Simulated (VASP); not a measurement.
Ge: relaxation of cell and atoms with PBEsol

Crystal: Ge.

```
CELL_PARAMETERS angstrom
1.39715 -2.60052 0.00000
1.39715 2.60052 0.00000
0.00000 0.00000 2.69823
ATOMIC_POSITIONS crystal
Ge 0.50000 0.50000 0.00000
```

| Item | Value |
| --- | --- |
| Program | VASP 6.6.1 |
| Task | relaxation of cell and atoms |
| Functional | PBEsol |
| Potentials or basis | VASP PAW PBE potentials, release 64 (Ge_d) |
| Cutoff | 600 eV |
| k mesh | 11 × 11 × 10 |
| Occupations | fermi-dirac, width 0.05 eV |
| Spin | no spin polarisation |
| Target pressure | 10 GPa |
| Dipole correction | no |
| Further INCAR settings | ALGO = Normal; EDIFF = 1e-06; IBRION = 2; EDIFFG = -0.01; NSW = 80; ISIF = 3 |

```
Relaxed volume                                         : 16.61 Å³/atom
Relaxed cell                                           : a = 2.744 Å, b = 2.744 Å, c = 2.577 Å, α = 90.00°, β = 90.00°, γ = 121.19°
Space group after relaxing (to 0.05 Å)                 : Cmmm (No. 65)
Energy change on relaxing (the enthalpy is what falls) : +30.7 meV/atom
Ionic steps                                            : 9
Pressure after relaxing                                : 10.0 GPa
Band gap on the k mesh                                 : zero (band 7 reaches 15.37 eV, above the bottom of band 8 at 5.08 eV)
```

Stress tensor (GPa, compression positive):
```
 9.97  0.00  0.00
 0.00  9.92  0.00
 0.00  0.00 10.09
```

Step by step:
| step | energy change (eV) | largest force (eV/Å) | pressure (GPa) | volume (Å³) |
| --- | --- | --- | --- | --- |
| 1 | 0.0000 | 0.0000 | -4.16 | 19.61 |
| 2 | 0.1886 | 0.0000 | 23.79 | 15.09 |
| 3 | 0.0337 | 0.0000 | 10.22 | 16.62 |
| 4 | 0.0303 | 0.0000 | 9.50 | 16.68 |
| 5 | 0.0279 | 0.0000 | 9.56 | 16.67 |
| 6 | 0.0272 | 0.0000 | 9.64 | 16.67 |
| 7 | 0.0273 | 0.0000 | 9.57 | 16.66 |
| 8 | 0.0350 | 0.0000 | 10.60 | 16.54 |
| 9 | 0.0307 | 0.0000 | 10.00 | 16.61 |

Final structure:
```
Ge
1.0
     1.34756   -2.39081    0.00000
     1.34756    2.39081    0.00000
     0.00000    0.00000    2.57703
Ge
1
Direct
  0.50000 0.50000 0.00000
```

Levels at points of the mesh, in eV from the Fermi level:
| k point | band 3 | band 4 | band 5 | band 6 | band 7 | band 8 | band 9 | band 10 | band 11 |
| --- | --- | --- | --- | --- | --- | --- | --- | --- | --- |
| (0.00, 0.00, 0.00) | -24.72 | -24.52 | -24.52 | -14.37 | 7.14 | 9.29 | 9.84 | 10.64 | 14.70 |
| (0.00, 0.00, 0.50) | -24.62 | -24.61 | -24.59 | -9.93 | -6.87 | 12.78 | 13.35 | 18.01 | 18.52 |

Wall time 66 s on 1 thread of Intel(R) Xeon(R) 6975P-C (Granite Rapids), on a shared host, peak memory 0.19 GiB.

Caveat: the cell is relaxed towards a set pressure, so the enthalpy falls and the energy may rise; the volume moved by over 15 % at a fixed basis, so the end points are rough; the PAW data sets were made with another functional, which shifts forces and pressure a little.
